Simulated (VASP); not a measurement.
# GaSb3 (I4mm) in VASP: single point with PBEsol+D3(BJ)

Aim: the single point of GaSb3 with PBEsol+D3(BJ).

All numbers are computed with VASP 6.6.1; they aren't measurements. Logs are shortened: lines on timing, memory, paths and dates and some standing lists are left out, and cuts for length are marked.

## 1. The cell of the first run

It takes space group I4mm (No. 107, tetragonal). The conventional cell has a = 5.071 Å, b = 5.071 Å, c = 7.171 Å, α = 90.00°, β = 90.00°, γ = 90.00°. Ga (site symmetry 4mm) has 14 Sb at 3.05 to 3.69 Å within 4.0 Å. Sb (site symmetry 2mm) has 4 Ga at 3.05 to 3.16 Å and 10 Sb at 3.11 to 3.59 Å within 4.0 Å. Sb (site symmetry 4mm) has 8 Sb at 3.11 Å and 6 Ga at 3.49 to 3.69 Å within 4.1 Å.

## 2. Single point, PBEsol+D3(BJ) (atom 1 (Ga) moved -0.100 Å towards its neighbour atom 4 (Sb) at 3.586 Å)

INCAR

```
PREC = Accurate ; ENCUT = 520
EDIFF = 1E-6 ; ISMEAR = 0
SIGMA = 0.15 ; LREAL = F
LASPH = T ; NELM = 60
ALGO = Normal ; ISIF = 2
LWAVE = F ; LCHARG = F
GGA = PS ; IVDW = 12
NBANDS = 22
```

KPOINTS

```
Automatic mesh
0
Gamma
  12 12 12
```

POSCAR

```
GaSb3
1.0
    0.0000000000      3.5855047185      3.5855047185
    3.5855047185      0.0000000000      3.5855047185
    3.5855047185      3.5855047185      0.0000000000
Ga Sb
1 3
Direct
    0.0139450381      0.0139450381     -0.0139450381
    0.2500000000      0.2500000000      0.2500000000
    0.7500000000      0.7500000000      0.7500000000
    0.5000000000      0.5000000000      0.5000000000
```

Potentials or basis: VASP PAW PBE potentials, release 64 (Ga_d, Sb).

Launch:

```bash
> cat potpaw_PBE.64/Ga_d/POTCAR potpaw_PBE.64/Sb/POTCAR > POTCAR
> mpirun -np 1 vasp_std > vasp.out
```

OUTCAR:

```text
PREC = Accurate
   ENCUT = 520
   EDIFF = 1E-6
   ISMEAR = 0
   LREAL = F
   LASPH = T
   NELM = 60
   ISIF = 2
   GGA = PS
   IVDW = 12
 IVDW          = 12

 ion  position               nearest neighbor table
   1  0.014  0.014  0.986-   3 3.05   3 3.05   2 3.05   2 3.05   3 3.16   3 3.16   2 3.16   2 3.16

   2  0.250  0.250  0.250-   1 3.05   1 3.05   4 3.11   4 3.11   4 3.11   4 3.11   1 3.16   1 3.16
                             3 3.59   3 3.59   3 3.59   3 3.59   3 3.59   3 3.59
   3  0.750  0.750  0.750-   1 3.05   1 3.05   4 3.11   4 3.11   4 3.11   4 3.11   1 3.16   1 3.16
                             2 3.59   2 3.59   2 3.59   2 3.59   2 3.59   2 3.59
   4  0.500  0.500  0.500-   2 3.11   2 3.11   2 3.11   3 3.11   3 3.11   3 3.11   3 3.11   2 3.11

  LATTYP: Found a face centered cubic cell.
 ALAT       =     7.1710094370

  Lattice vectors:

 A1 = (   0.0000000000,   3.5855047185,   3.5855047185)
 A2 = (   3.5855047185,   0.0000000000,   3.5855047185)
 A3 = (   3.5855047185,   3.5855047185,   0.0000000000)

Analysis of symmetry for initial positions (statically):
=====================================================================
 Subroutine PRICEL returns:
 Original cell was already a primitive cell.

 Routine SETGRP: Setting up the symmetry group for a
 face centered cubic supercell.

 Subroutine GETGRP returns: Found  8 space group operations
 (whereof  8 operations were pure point group operations)
 out of a pool of 48 trial point group operations.

The static configuration has the point symmetry C_4v.

Analysis of symmetry for dynamics (positions and initial velocities):
=====================================================================
 Subroutine PRICEL returns:
 Original cell was already a primitive cell.

 Routine SETGRP: Setting up the symmetry group for a
 face centered cubic supercell.

 Subroutine GETGRP returns: Found  8 space group operations
 (whereof  8 operations were pure point group operations)
 out of a pool of 48 trial point group operations.

The dynamic configuration has the point symmetry C_4v.

 Subroutine INISYM returns: Found  8 space group operations
 (whereof  8 operations are pure point group operations),
 and found     1 'primitive' translations

----------------------------------------------------------------------------------------

                                     Primitive cell
[... 94 lines left out ...]
   NELM   =     60;   NELMIN=  2; NELMDL= -5     # of ELM steps
   EDIFF  = 0.1E-05   stopping-criterion for ELM
   LREAL  =      F    real-space projection
   EDIFFG = 0.1E-04   stopping-criterion for IOM
   NSW    =      0    number of steps for IOM
   IBRION =     -1    ionic relax: 0-MD 1-quasi-New 2-CG
   NFREE  =      0    steps in history (QN), initial steepest desc. (CG)
   ISIF   =      2    stress and relaxation
   ISYM   =      2    0-nonsym 1-usesym 2-fastsym
   POTIM  = 0.5000    time-step for ionic-motion
   TEBEG  =    0.0;   TEEND  =   0.0 temperature during run
   PSTRESS=    0.0 pullay stress
   NELECT =      28.0000    total number of electrons
   NUPDOWN=      -1.0000    fix difference up-down
   EMIN   =  10.00;   EMAX   =-10.00  energy-range for DOS
   EFERMI =   0.00;   METHOD = LEGACY
   ISMEAR =     0;   SIGMA  =   0.15  broadening in eV -4-tet -1-fermi 0-gaus
   EFERMI_NEDOS =   21; number of points for ismear=-14 and -15
   IALGO  =     38    algorithm
   IMIX   =      4    mixing-type and parameters
     AMIX     =   0.40;   BMIX     =  1.00
     AMIX_MAG =   1.60;   BMIX_MAG =  1.00
  volume/ion in A,a.u.               =      23.05       155.53
  Fermi-wavevector in a.u.,A,eV,Ry     =   1.100442  2.079534 16.476286  1.210973
  Thomas-Fermi vector in A             =   2.236853
   LORBIT       =      0    0 simple, 1 ext, 2 COOP (PROOUT), +10 PAW based schemes
   GGA     = PS    functional components
   LHFCALC =     F    Hartree Fock is set to
   AEXX    =    0.0000 exact exchange contribution
   IVDW    =    12    specifies the selected vdW correction
   LEPSILON=     F    determine dielectric tensor
   LRPA    =     F    only Hartree local field effects (RPA)
 non-spin polarized calculation
 Gauss-broadening in eV      SIGMA  =   0.15
  energy-cutoff  :      520.00
  volume of cell :       92.19
 maximum number of plane-waves:      2510
 NGX is ok and might be reduce to    40
   NGX = 19   NGY = 19   NGZ = 19

 number of electron      27.9999998 magnetization

 Free energy of the ion-electron system (eV)
  ---------------------------------------------------
  ext. energy  EPLUGINS =         0.00000000
  ---------------------------------------------------
  free energy    TOTEN  =       -16.30981592 eV

  energy without entropy =      -16.28320729  energy(sigma->0) =      -16.29651160

 E-fermi :   8.7578     XC(G=0): -10.8302

 val. band max:        8.7566130648   @ k =   0.4167   0.2500   0.0000
 cond. band min:       8.7675023015   @ k =   0.0000  -0.4167   0.4167
 fundamental gap:      0.0108892368
 Fermi energy:         8.7578266552

 k-point     1 :       0.0000    0.0000    0.0000
  band No.  band energies     occupation
      1      -6.0086      2.00000
      2      -6.0085      2.00000
      3      -6.0085      2.00000
      4      -5.9892      2.00000
      5      -5.9880      2.00000
      6      -4.5887      2.00000
[... 589 lines left out ...]
     21      14.3883      0.00000
     22      14.9083      0.00000

 [... further k-points ...]

------------------------ aborting loop because EDIFF is reached ----------------------------------------

 Edisp (eV)   -1.97341

 E8    (eV) :    -1.3575

  FORCE on cell =-STRESS in cart. coord.  units (eV):
  Direction    XX          YY          ZZ          XY          YZ          ZX
  --------------------------------------------------------------------------------------
  -------------------------------------------------------------------------------------
  Total       0.37557     0.37557     0.33366     0.00000    -0.00000     0.00000
  in kB       6.52718     6.52718     5.79882     0.00000    -0.00000     0.00000
  external pressure =        6.28 kB  Pullay stress =        0.00 kB

 VOLUME and BASIS-vectors are now :
 -----------------------------------------------------------------------------
  energy-cutoff  :      520.00
  volume of cell :       92.19
      direct lattice vectors                 reciprocal lattice vectors
     0.000000000  3.585504719  3.585504719    -0.139450381  0.139450381  0.139450381
     3.585504719  0.000000000  3.585504719     0.139450381 -0.139450381  0.139450381
     3.585504719  3.585504719  0.000000000     0.139450381  0.139450381 -0.139450381

 POSITION                                       TOTAL-FORCE (eV/Angst)
 -----------------------------------------------------------------------------------
      3.58550      3.58550      0.10000         0.000000      0.000000     -0.211806
      1.79275      1.79275      1.79275        -0.000000     -0.000000      0.046324
      5.37826      5.37826      5.37826         0.000000      0.000000      0.046324
      3.58550      3.58550      3.58550         0.000000      0.000000      0.119158
 -----------------------------------------------------------------------------------
    total drift:                               -0.000001     -0.000001      0.000162

  FREE ENERGIE OF THE ION-ELECTRON SYSTEM (eV)
  ---------------------------------------------------
  free  energy   TOTEN  =       -18.2832259836 eV

  energy  without entropy=      -18.2566173475  energy(sigma->0) =      -18.26992167
```

Run time: 3.2 min. Hardware: 1 thread of Intel Xeon 6975P-C (Granite Rapids), shared host; peak memory 0.46 GiB.

What came out:

```yaml
Free_energy: -18.2832 eV
Pressure: 0.6 GPa
Largest_force: 0.212 eV/Å
Band_gap_on_the_k_mesh: zero (bands 14 and 15 overlap by 4.26 eV)
Dispersion_energy_per_atom: -0.493 eV
```

Forces in eV/Å, atoms in the order of the input:
```
Ga   0.000  0.000 -0.212
Sb   0.000  0.000  0.046
Sb   0.000  0.000  0.046
Sb   0.000  0.000  0.119
```

Caveat: the cell differs from its parent crystal (atom 1 (Ga) moved -0.100 Å towards its neighbour atom 4 (Sb) at 3.586 Å); the PAW data sets were made with another functional, which shifts forces and pressure a little; spin-orbit coupling is left out, which moves the levels of the heavy elements.
